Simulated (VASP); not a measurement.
# Pb (Fd-3m) in VASP: further runs

The runs below take Pb through single point, relaxation of cell and atoms, with PBE.

Everything below comes from runs of VASP 6.6.1. Logs are shortened: lines on timing, memory, paths and dates and some standing lists are left out, and cuts for length are marked.

**1. The cell of the first run**

Symmetry: Fd-3m, No. 227, cubic system. Conventional cell: a = 7.058 Å, b = 7.058 Å, c = 7.058 Å, α = 90.00°, β = 90.00°, γ = 90.00°. Pb (site symmetry -43m) has 4 Pb at 3.06 Å within 4.0 Å.

**2. Single point, PBE**

The input, INCAR:

```
SYSTEM = Pb
PREC = Accurate
ENCUT = 520
EDIFF = 1E-6
ISMEAR = -1
SIGMA = 0.05
LREAL = .False.
LASPH = .True.
NELM = 60
ALGO = Normal
ISIF = 2
LWAVE = .False.
LCHARG = .False.
GGA = PE
NBANDS = 21
```

The input, KPOINTS:

```
Automatic mesh
0
Gamma
  11 11 11
  0 0 0
```

The input, POSCAR:

```
Pb
1.0
    0.0000000000      3.5292303158      3.5292303158
    3.5292303158      0.0000000000      3.5292303158
    3.5292303158      3.5292303158      0.0000000000
Pb
2
Direct
   -0.1250000000     -0.1250000000     -0.1250000000
    0.1250000000      0.1250000000      0.1250000000
```

Potentials or basis: VASP PAW PBE potentials, release 64 (Pb_d).

Started as:

```sh
$ cat potpaw_PBE.64/Pb_d/POTCAR > POTCAR
$ mpirun -np 1 vasp_std > vasp.out
```

OUTCAR:

```text
SYSTEM = Pb
   PREC = Accurate
   ENCUT = 520
   EDIFF = 1E-6
   ISMEAR = -1
   LREAL = .False.
   LASPH = .True.
   NELM = 60
   ISIF = 2
   GGA = PE

 ion  position               nearest neighbor table
   1  0.875  0.875  0.875-   2 3.06   2 3.06   2 3.06   2 3.06
   2  0.125  0.125  0.125-   1 3.06   1 3.06   1 3.06   1 3.06

  LATTYP: Found a face centered cubic cell.
 ALAT       =     7.0584606316

  Lattice vectors:

 A1 = (   0.0000000000,   3.5292303158,   3.5292303158)
 A2 = (   3.5292303158,   0.0000000000,   3.5292303158)
 A3 = (   3.5292303158,   3.5292303158,   0.0000000000)

Analysis of symmetry for initial positions (statically):
=====================================================================
 Subroutine PRICEL returns:
 Original cell was already a primitive cell.

 Routine SETGRP: Setting up the symmetry group for a
 face centered cubic supercell.

 Subroutine GETGRP returns: Found 48 space group operations
 (whereof 12 operations were pure point group operations)
 out of a pool of 48 trial point group operations.

The static configuration has the point symmetry D_3d.
 The point group associated with its full space group is O_h .

Analysis of symmetry for dynamics (positions and initial velocities):
=====================================================================
 Subroutine PRICEL returns:
 Original cell was already a primitive cell.

 Routine SETGRP: Setting up the symmetry group for a
 face centered cubic supercell.

 Subroutine GETGRP returns: Found 48 space group operations
 (whereof 12 operations were pure point group operations)
 out of a pool of 48 trial point group operations.

The dynamic configuration has the point symmetry D_3d.
 The point group associated with its full space group is O_h .

 Subroutine INISYM returns: Found 48 space group operations
 (whereof 12 operations are pure point group operations),
 and found     1 'primitive' translations

----------------------------------------------------------------------------------------

                                     Primitive cell

  volume of cell :      87.9164

  direct lattice vectors                    reciprocal lattice vectors
     0.000000000  3.529230316  3.529230316    -0.141673950  0.141673950  0.141673950
     3.529230316  0.000000000  3.529230316     0.141673950 -0.141673950  0.141673950
     3.529230316  3.529230316  0.000000000     0.141673950  0.141673950 -0.141673950

  length of vectors
     4.991085377  4.991085377  4.991085377     0.245386480  0.245386480  0.245386480

  position of ions in fractional coordinates (direct lattice)
     0.875000000  0.875000000  0.875000000
     0.125000000  0.125000000  0.125000000

  ion indices of the primitive-cell ions
   primitive index   ion index
                 1           1
                 2           2

----------------------------------------------------------------------------------------

 KPOINTS: Automatic mesh

Automatic generation of k-mesh.
 Grid dimensions read from file:
 generate k-points for:   11   11   11

 Generating k-lattice:

  Cartesian coordinates                     Fractional coordinates (reciprocal lattice)
    -0.012879450  0.012879450  0.012879450     0.090909091  0.000000000  0.000000000
     0.012879450 -0.012879450  0.012879450     0.000000000  0.090909091  0.000000000
     0.012879450  0.012879450 -0.012879450     0.000000000  0.000000000  0.090909091

  Length of vectors
     0.022307862  0.022307862  0.022307862

  Shift w.r.t. Gamma in fractional coordinates (k-lattice)
     0.000000000  0.000000000  0.000000000

 Subroutine IBZKPT returns following result:
 ===========================================

 Found     56 irreducible k-points:

 Following reciprocal coordinates:
            Coordinates               Weight
  0.000000  0.000000  0.000000      1.000000
  0.090909  0.000000  0.000000      8.000000
  0.181818  0.000000  0.000000      8.000000
  0.272727  0.000000  0.000000      8.000000
  0.363636  0.000000  0.000000      8.000000
  0.454545  0.000000  0.000000      8.000000
[... 16 lines left out ...]
 -0.272727  0.181818  0.000000     24.000000
 -0.181818  0.181818  0.000000     12.000000
 [... further k-points ...]
   k-points           NKPTS =     56   k-points in BZ     NKDIM =     56   number of bands    NBANDS=     21
   number of dos      NEDOS =    301   number of ions     NIONS =      2
   total plane-waves  NPLWV =  64000
   dimension x,y,z NGX =    40 NGY =   40 NGZ =   40
   dimension x,y,z NGXF=    80 NGYF=   80 NGZF=   80
   ions per type =               2
   NGX,Y,Z   is equivalent  to a cutoff of  13.32, 13.32, 13.32 a.u.
   NGXF,Y,Z  is equivalent  to a cutoff of  26.65, 26.65, 26.65 a.u.
 SYSTEM =  Pb
   PREC   = accura    normal or accurate (medium, high low for compatibility)
   ISTART =      0    job   : 0-new  1-cont  2-samecut
   ICHARG =      2    charge: 1-file 2-atom 10-const
   ISPIN  =      1    spin polarized calculation?
   LNONCOLLINEAR =      F non collinear calculations
   LSORBIT =      F    spin-orbit coupling
   LASPH  =      T    aspherical Exc in radial PAW
   ENCUT  =  520.0 eV  38.22 Ry    6.18 a.u.   9.28  9.28  9.28*2*pi/ulx,y,z
   NELM   =     60;   NELMIN=  2; NELMDL= -5     # of ELM steps
   EDIFF  = 0.1E-05   stopping-criterion for ELM
   LREAL  =      F    real-space projection
   EDIFFG = 0.1E-04   stopping-criterion for IOM
   NSW    =      0    number of steps for IOM
   IBRION =     -1    ionic relax: 0-MD 1-quasi-New 2-CG
   NFREE  =      0    steps in history (QN), initial steepest desc. (CG)
   ISIF   =      2    stress and relaxation
   ISYM   =      2    0-nonsym 1-usesym 2-fastsym
   POTIM  = 0.5000    time-step for ionic-motion
   TEBEG  =    0.0;   TEEND  =   0.0 temperature during run
   PSTRESS=    0.0 pullay stress
   NELECT =      28.0000    total number of electrons
   NUPDOWN=      -1.0000    fix difference up-down
   EMIN   =  10.00;   EMAX   =-10.00  energy-range for DOS
   EFERMI =   0.00;   METHOD = LEGACY
   ISMEAR =    -1;   SIGMA  =   0.05  broadening in eV -4-tet -1-fermi 0-gaus
   EFERMI_NEDOS =   21; number of points for ismear=-14 and -15
   IALGO  =     38    algorithm
   IMIX   =      4    mixing-type and parameters
     AMIX     =   0.40;   BMIX     =  1.00
     AMIX_MAG =   1.60;   BMIX_MAG =  1.00
  volume/ion in A,a.u.               =      43.96       296.64
  Fermi-wavevector in a.u.,A,eV,Ry     =   1.117989  2.112693 17.005912  1.249899
  Thomas-Fermi vector in A             =   2.254616
   LORBIT       =      0    0 simple, 1 ext, 2 COOP (PROOUT), +10 PAW based schemes
   GGA     = PE    functional components
   LHFCALC =     F    Hartree Fock is set to
   AEXX    =    0.0000 exact exchange contribution
   IVDW    =     0    specifies the selected vdW correction
   LEPSILON=     F    determine dielectric tensor
   LRPA    =     F    only Hartree local field effects (RPA)
 non-spin polarized calculation
  energy-cutoff  :      520.00
  volume of cell :       87.92
 maximum number of plane-waves:      2421
 NGX is ok and might be reduce to    40
   NGX = 19   NGY = 19   NGZ = 19

 number of electron      27.9999998 magnetization

 Free energy of the ion-electron system (eV)
  ---------------------------------------------------
  ext. energy  EPLUGINS =         0.00000000
  ---------------------------------------------------
  free energy    TOTEN  =        -6.60698240 eV

  energy without entropy =       -6.60057068  energy(sigma->0) =       -6.60377654

 E-fermi :   3.6569     XC(G=0):  -8.0974

 val. band max:        3.6363316870   @ k =  -0.1818   0.0909   0.0000
 cond. band min:       3.6826610916   @ k =  -0.4545   0.0909   0.0000
 fundamental gap:      0.0463294045
 Fermi energy:         3.6568799414

 k-point     1 :       0.0000    0.0000    0.0000
  band No.  band energies     occupation
      1     -13.3936      2.00000
      2     -13.3936      2.00000
      3     -13.3936      2.00000
      4     -13.3292      2.00000
      5     -13.3292      2.00000
      6     -12.9767      2.00000
[... 13 lines left out ...]
     20      11.5977      0.00000
     21      11.5977      0.00000

 k-point     2 :       0.0909    0.0000    0.0000
  band No.  band energies     occupation
      1     -13.4010      2.00000
      2     -13.4010      2.00000
      3     -13.3918      2.00000
      4     -13.3189      2.00000
      5     -13.3189      2.00000
      6     -12.9935      2.00000
[... 13 lines left out ...]
     20      11.0499      0.00000
     21      11.0499      0.00000

 k-point     3 :       0.1818    0.0000    0.0000
  band No.  band energies     occupation
      1     -13.4140      2.00000
      2     -13.4140      2.00000
      3     -13.3871      2.00000
      4     -13.2987      2.00000
      5     -13.2987      2.00000
      6     -13.0139      2.00000
[... 13 lines left out ...]
     20      10.6920      0.00000
     21      10.6920      0.00000

 k-point     4 :       0.2727    0.0000    0.0000
  band No.  band energies     occupation
      1     -13.4245      2.00000
      2     -13.4245      2.00000
      3     -13.3806      2.00000
      4     -13.2798      2.00000
      5     -13.2798      2.00000
      6     -13.0300      2.00000
[... 13 lines left out ...]
     20      10.7176      0.00000
     21      10.7176      0.00000

 k-point     5 :       0.3636    0.0000    0.0000
  band No.  band energies     occupation
      1     -13.4308      2.00000
      2     -13.4308      2.00000
      3     -13.3744      2.00000
      4     -13.2671      2.00000
      5     -13.2671      2.00000
      6     -13.0398      2.00000
[... 13 lines left out ...]
     20      11.1406      0.00000
     21      11.1406      0.00000

 k-point     6 :       0.4545    0.0000    0.0000
  band No.  band energies     occupation
      1     -13.4335      2.00000
      2     -13.4335      2.00000
      3     -13.3706      2.00000
      4     -13.2614      2.00000
      5     -13.2614      2.00000
      6     -13.0438      2.00000
[... 13 lines left out ...]
     20      11.6594      0.00000
     21      11.7365      0.00000

 k-point     7 :       0.0909    0.0909    0.0000
  band No.  band energies     occupation
      1     -13.4008      2.00000
      2     -13.3988      2.00000
      3     -13.3988      2.00000
      4     -13.3217      2.00000
      5     -13.3084      2.00000
      6     -13.0175      2.00000
[... 13 lines left out ...]
     20      10.3777      0.00000
     21      11.7788      0.00000
[... 291 lines left out ...]
      1     -13.4580      2.00000
      2     -13.4375      2.00000
      3     -13.3491      2.00000
      4     -13.2445      2.00000
      5     -13.2170      2.00000
      6     -13.1228      2.00000
[... 13 lines left out ...]
     20      11.4073      0.00000
     21      12.0596      0.00000

 k-point    21 :      -0.4545    0.1818    0.0000
  band No.  band energies     occupation
      1     -13.4631      2.00000
      2     -13.4426      2.00000
      3     -13.3331      2.00000
      4     -13.2297      2.00000
      5     -13.2284      2.00000
      6     -13.1060      2.00000
[... 13 lines left out ...]
     20      10.9388      0.00000
     21      11.6878      0.00000

 k-point    22 :      -0.3636    0.1818    0.0000
  band No.  band energies     occupation
      1     -13.4604      2.00000
      2     -13.4448      2.00000
      3     -13.3299      2.00000
      4     -13.2482      2.00000
      5     -13.2228      2.00000
      6     -13.0844      2.00000
[... 13 lines left out ...]
     20      10.8609      0.00000
     21      11.2824      0.00000

 k-point    23 :      -0.2727    0.1818    0.0000
  band No.  band energies     occupation
      1     -13.4500      2.00000
      2     -13.4431      2.00000
      3     -13.3419      2.00000
      4     -13.2673      2.00000
      5     -13.2302      2.00000
      6     -13.0817      2.00000
[... 13 lines left out ...]
     20      10.5770      0.00000
     21      11.7489      0.00000

 k-point    24 :      -0.1818    0.1818    0.0000
  band No.  band energies     occupation
      1     -13.4366      2.00000
      2     -13.4340      2.00000
      3     -13.3631      2.00000
      4     -13.2823      2.00000
      5     -13.2510      2.00000
      6     -13.0647      2.00000
[... 13 lines left out ...]
     20      10.4037      0.00000
     21      10.8493      0.00000

 [... further k-points ...]

------------------------ aborting loop because EDIFF is reached ----------------------------------------

  FORCE on cell =-STRESS in cart. coord.  units (eV):
  Direction    XX          YY          ZZ          XY          YZ          ZX
  --------------------------------------------------------------------------------------
  -------------------------------------------------------------------------------------
  Total       -0.0266499     -0.0266499     -0.0266499      0.0000000      0.0000000     -0.0000000
  in kB       -0.4856649     -0.4856649     -0.4856649      0.0000000      0.0000000     -0.0000000
  external PRESSURE =      -0.4856649 kB  Pullay stress =       0.0000000 kB

 VOLUME and BASIS-vectors are now :
 -----------------------------------------------------------------------------
  energy-cutoff  :      520.00
  volume of cell :       87.92
      direct lattice vectors                 reciprocal lattice vectors
     0.000000000  3.529230316  3.529230316    -0.141673950  0.141673950  0.141673950
     3.529230316  0.000000000  3.529230316     0.141673950 -0.141673950  0.141673950
     3.529230316  3.529230316  0.000000000     0.141673950  0.141673950 -0.141673950

 POSITION                                       TOTAL-FORCE (eV/Angst)
 -----------------------------------------------------------------------------------
      6.17615      6.17615      6.17615        -0.000000      0.000000      0.000000
      0.88231      0.88231      0.88231         0.000000     -0.000000     -0.000000
 -----------------------------------------------------------------------------------
    total drift:                                0.000000      0.000000     -0.000000

  FREE ENERGIE OF THE ION-ELECTRON SYSTEM (eV)
  ---------------------------------------------------
  free  energy   TOTEN  =        -6.6069824037 eV

  energy  without entropy=       -6.6005706828  energy(sigma->0) =       -6.60377654
```

It took 80 s on 1 thread of AMD EPYC 9R45 (Zen 5), shared host; peak memory 0.24 GiB.

Results:

| Item | Value |
| --- | --- |
| Free energy | -6.6070 eV |
| Pressure | 0.0 GPa |
| Band gap on the k mesh | zero (band 14 reaches 4.04 eV, above the bottom of band 15 at 3.02 eV) |

Caveat: spin-orbit coupling is left out, which moves the levels of the heavy elements.

(Continued in part 2 of 2.)
